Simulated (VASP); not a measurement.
A run of VASP 6.6.1 is set up as follows.

Contents of INCAR:

```
SYSTEM = Ni
PREC = Accurate ; ENCUT = 590
EDIFF = 1E-6 ; ISMEAR = -1
SIGMA = 0.05 ; LREAL = .FALSE.
LASPH = .TRUE. ; NELM = 200
ALGO = Normal ; ISIF = 2
LWAVE = .FALSE. ; LCHARG = .FALSE.
ISPIN = 2 ; MAGMOM = 0.75 0.75
LORBIT = 11 ; NUPDOWN = 1.5
LMAXMIX = 4 ; GGA = PS
NBANDS = 29 ; GGA_COMPAT = .FALSE.
```

KPOINTS

```
regular mesh
0
G
  10 10 6
  0 0 0
```

The input POSCAR:

```
Ni
1.0
    2.4480228978      0.0000000000      0.0000000000
   -1.2240114489      2.1200500186      0.0000000000
    0.0000000000      0.0000000000      4.0728075700
Ni
2
Direct
    0.6666666667      0.3333333333      0.7500000000
    0.3333333333      0.6666666667      0.2500000000
```

Potentials or basis: VASP PAW PBE potentials, release 64 (Ni_sv_GW).

The run is started by

```sh
$ cat potpaw_PBE.64/Ni_sv_GW/POTCAR > POTCAR
$ mpirun -np 1 vasp_std > vasp.out
```

Question: Estimate the pressure.

Answer: -6.4 GPa.

Stress tensor (GPa, compression positive):
```
-5.43  0.00  0.00
 0.00 -5.43  0.00
 0.00  0.00 -8.34
```

Caveat: the PAW data sets were made with another functional, which shifts forces and pressure a little; the total moment is fixed, so each spin has its own Fermi level.
